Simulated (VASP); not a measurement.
# Ga in VASP: a series of runs, part 3 of 3

VASP 6.6.1. Earlier steps stand in the parts before.

**5. Single point, PBEsol**

Contents of INCAR:

```
ALGO = Normal
DIPOL = 0.5 0.5 0.294
EDIFF = 1E-7
ENCUT = 520
GGA = PS
IDIPOL = 3
ISIF = 2
ISMEAR = -1
LASPH = True
LCHARG = False
LDIPOL = True
LREAL = False
LWAVE = False
NBANDS = 20
NELM = 60
PREC = Accurate
SIGMA = 0.05
```

Contents of KPOINTS:

```
k-points
0
Gamma
  7 7 1
```

Contents of POSCAR:

```
Ga
1.0
    4.3304700000      0.0000000000      0.0000000000
   -2.1652300000      3.7503000000      0.0000000000
    0.0000000000      0.0000000000     23.8000000000
Ga
2
Direct
    0.3333300000      0.6666700000      0.2941200000
    0.6666700000      0.3333300000      0.2941200000
```

Potentials or basis: VASP PAW PBE potentials, release 64 (Ga_d).

On the command line:

```bash
> cat potpaw_PBE.64/Ga_d/POTCAR > POTCAR
> mpirun -np 1 vasp_std > vasp.out
```

OUTCAR:

```text
EDIFF = 1E-7
   ENCUT = 520
   GGA = PS
   ISIF = 2
   ISMEAR = -1
   LASPH = True
   LREAL = False
   NELM = 60
   PREC = Accurate

 ion  position               nearest neighbor table
   1  0.333  0.667  0.294-   2 2.50   2 2.50   2 2.50
   2  0.667  0.333  0.294-   1 2.50   1 2.50   1 2.50

  LATTYP: Found a hexagonal cell.
 ALAT       =     4.3304700000
 C/A-ratio  =     5.4959392399

  Lattice vectors:

 A1 = (   4.3304700000,   0.0000000000,   0.0000000000)
 A2 = (  -2.1652300000,   3.7503000000,   0.0000000000)
 A3 = (   0.0000000000,   0.0000000000,  23.8000000000)

Analysis of symmetry for initial positions (statically):
=====================================================================
 Subroutine PRICEL returns:
 Original cell was already a primitive cell.

 Routine SETGRP: Setting up the symmetry group for a
 hexagonal supercell.

 Subroutine GETGRP returns: Found  8 space group operations
 (whereof  4 operations were pure point group operations)
 out of a pool of 24 trial point group operations.

The static configuration has the point symmetry C_2v.
 The point group associated with its full space group is D_2h.

Analysis of symmetry for dynamics (positions and initial velocities):
=====================================================================
 Subroutine PRICEL returns:
 Original cell was already a primitive cell.

 Routine SETGRP: Setting up the symmetry group for a
 hexagonal supercell.

 Subroutine GETGRP returns: Found  8 space group operations
 (whereof  4 operations were pure point group operations)
 out of a pool of 24 trial point group operations.

The dynamic configuration has the point symmetry C_2v.
 The point group associated with its full space group is D_2h.

 Subroutine INISYM returns: Found  8 space group operations
 (whereof  4 operations are pure point group operations),
 and found     1 'primitive' translations

[... 106 lines left out ...]
  volume/ion in A,a.u.               =     193.26      1304.20
  Fermi-wavevector in a.u.,A,eV,Ry     =   0.665794  1.258168  6.031215  0.443282
  Thomas-Fermi vector in A             =   1.739898
   LORBIT       =      0    0 simple, 1 ext, 2 COOP (PROOUT), +10 PAW based schemes
   GGA     = PS    functional components
   LHFCALC =     F    Hartree Fock is set to
   AEXX    =    0.0000 exact exchange contribution
   IVDW    =     0    specifies the selected vdW correction
   LEPSILON=     F    determine dielectric tensor
   LRPA    =     F    only Hartree local field effects (RPA)
 non-spin polarized calculation
  energy-cutoff  :      520.00
  volume of cell :      386.53
 maximum number of plane-waves:     10440
   NGX = 17   NGY = 17   NGZ = 89

 number of electron      26.0000003 magnetization

 dipolmoment           0.000000      0.000000      0.000001 electrons x Angstroem

 Free energy of the ion-electron system (eV)
  ---------------------------------------------------
  ext. energy  EPLUGINS =         0.00000000
  ---------------------------------------------------
  free energy    TOTEN  =        -5.13066148 eV

  energy without entropy =       -5.11374425  energy(sigma->0) =       -5.12220287

 E-fermi :  -3.4697     XC(G=0):  -1.7893

 val. band max:       -3.5457111011   @ k =   0.2857   0.0000   0.0000
 cond. band min:      -3.4452913741   @ k =  -0.1429   0.2857   0.0000
 fundamental gap:      0.1004197270
 Fermi energy:        -3.4697263623

 k-point     1 :       0.0000    0.0000    0.0000
  band No.  band energies     occupation
      1     -18.2797      2.00000
      2     -18.1548      2.00000
      3     -18.1548      2.00000
      4     -18.1066      2.00000
      5     -18.1066      2.00000
      6     -17.9416      2.00000
[... 357 lines left out ...]
     19       3.1806      0.00000
     20       3.5347      0.00000

------------------------ aborting loop because EDIFF is reached ----------------------------------------

 vacuum level on the upper side and lower side of the slab       (xc-potential included)        -0.012        -0.013

  FORCE on cell =-STRESS in cart. coord.  units (eV):
  Direction    XX          YY          ZZ          XY          YZ          ZX
  --------------------------------------------------------------------------------------
  -------------------------------------------------------------------------------------
  Total       -0.9104752     -0.9101895     -0.0000825      0.0002474      0.0000000      0.0000000
  in kB       -3.7739895     -3.7728054     -0.0003419      0.0010256      0.0000000      0.0000000
  external PRESSURE =      -2.5157123 kB  Pullay stress =       0.0000000 kB

 VOLUME and BASIS-vectors are now :
 -----------------------------------------------------------------------------
  energy-cutoff  :      520.00
  volume of cell :      386.53
      direct lattice vectors                 reciprocal lattice vectors
     4.330470000  0.000000000  0.000000000     0.230921817  0.133322360  0.000000000
    -2.165230000  3.750300000  0.000000000     0.000000000  0.266645335  0.000000000
     0.000000000  0.000000000 23.800000000     0.000000000  0.000000000  0.042016807

 POSITION                                       TOTAL-FORCE (eV/Angst)
 -----------------------------------------------------------------------------------
     -0.00002      2.50021      7.00006         0.000175     -0.000101     -0.000000
      2.16526      1.25009      7.00006        -0.000175      0.000101      0.000000
 -----------------------------------------------------------------------------------
    total drift:                               -0.000000     -0.000000      0.000219

  FREE ENERGIE OF THE ION-ELECTRON SYSTEM (eV)
  ---------------------------------------------------
  free  energy   TOTEN  =        -5.1306614843 eV

  energy  without entropy=       -5.1137442545  energy(sigma->0) =       -5.12220287

 vacuum level on the upper side and lower side of the slab         0.936         0.936
```

OSZICAR:

```text
N       E                     dE             d eps       ncg     rms          rms(c)
DAV:   1     0.113542322166E+03    0.11354E+03   -0.11318E+04   752   0.103E+03
DAV:   2     0.227022838323E+01   -0.11127E+03   -0.10934E+03   788   0.220E+02
DAV:   3    -0.518172877813E+01   -0.74520E+01   -0.74214E+01   816   0.670E+01
[... 13 lines left out ...]
DAV:  17    -0.513065441532E+01   -0.11752E-04   -0.50077E-07   592   0.277E-03    0.375E-04
DAV:  18    -0.513066064982E+01   -0.62345E-05   -0.39509E-07   548   0.282E-03    0.149E-04
DAV:  19    -0.513066126107E+01   -0.61125E-06   -0.33745E-08   596   0.130E-03    0.533E-05
DAV:  20    -0.513066146270E+01   -0.20163E-06   -0.66651E-09   568   0.530E-04    0.408E-05
DAV:  21    -0.513066148427E+01   -0.21570E-07   -0.58687E-10   520   0.276E-04
   1 F= -.51306615E+01 E0= -.51222029E+01  d E =-.169172E-01
```

Run time: 3 min. Hardware: 1 thread of Intel Xeon 8259CL, shared host; peak memory 0.47 GiB.

What came out:

* Free energy: -5.1307 eV
* Band gap on the k mesh: zero (bands 13 and 14 overlap by 1.26 eV)

Levels at points of the mesh, in eV from the Fermi level:
```tsv
k point	band 10	band 11	band 12	band 13	band 14	band 15	band 16	band 17
(0.00, 0.00, 0.00)	-14.46	-8.18	-0.89	1.28	1.28	1.63	3.57	4.31
```

Caveat: the PAW data sets were made with another functional, which shifts forces and pressure a little.

**6. The runs side by side**

| level | potentials or basis | dipole correction | gap on the mesh (eV) |
| --- | --- | --- | --- |
| PBE | VASP PAW PBE potentials, release 64 (Ga_d) | no | none |
| PBE | VASP PAW PBE potentials, release 64 (Ga_d) | yes | none |
| LDA | VASP PAW LDA potentials, release 64 (Ga_d) | yes | none |
| PBEsol | VASP PAW PBE potentials, release 64 (Ga_d) | yes | none |

Alike in all rows: task single point; no spin polarisation; cell as given; k mesh 7 × 7 × 1; cutoff (eV) 520; smearing fermi-dirac 0.05 eV.

Caveats: the PAW data sets were made with another functional, which shifts forces and pressure a little (at least some runs).

Total energies depend on the potentials used, so only differences within one code and one set of settings carry meaning.

The gap in the log of VASP goes by the Fermi energy; the results here count the filled bands.